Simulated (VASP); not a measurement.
InSb, 2 atoms in the cell. It takes space group P4mm (No. 99, tetragonal). The conventional cell has a = 3.744 Å, b = 3.744 Å, c = 3.687 Å, α = 90.00°, β = 90.00°, γ = 90.00°. In (site symmetry 4mm) has 8 Sb at 3.07 to 3.40 Å and 6 In at 3.69 to 3.74 Å within 4.0 Å. Within 4.0 Å of Sb (site symmetry 4mm) lie 8 In at 3.07 to 3.40 Å and 6 Sb at 3.69 to 3.74 Å.  This cell differs from its parent crystal: strained and its atoms moved.

- Program: VASP 6.6.1
- Task: single point
- Functional: PBEsol
- Potentials or basis: VASP PAW PBE potentials, release 64 (In_d, Sb)
- Cutoff: 520 eV
- k mesh: 10 × 10 × 10
- Occupations: gaussian, width 0.1 eV
- Spin: no spin polarisation
- Dipole correction: no
- Further INCAR settings: ALGO = Normal; EDIFF = 1e-07; NBANDS = 16

Potentials or basis: VASP PAW PBE potentials, release 64 (In_d, Sb).

Run with:

```console
$ cat potpaw_PBE.64/In_d/POTCAR potpaw_PBE.64/Sb/POTCAR > POTCAR
$ mpirun -np 1 vasp_std > vasp.out
```

Hardware: 1 thread of Intel Xeon 8259CL, on a shared host.

How long does it take, and how much memory?

Run time: 120 s on 1 thread of Intel Xeon 8259CL (shared host), peak memory 0.24 GiB. Counts: scf iterations 13, k points 126.
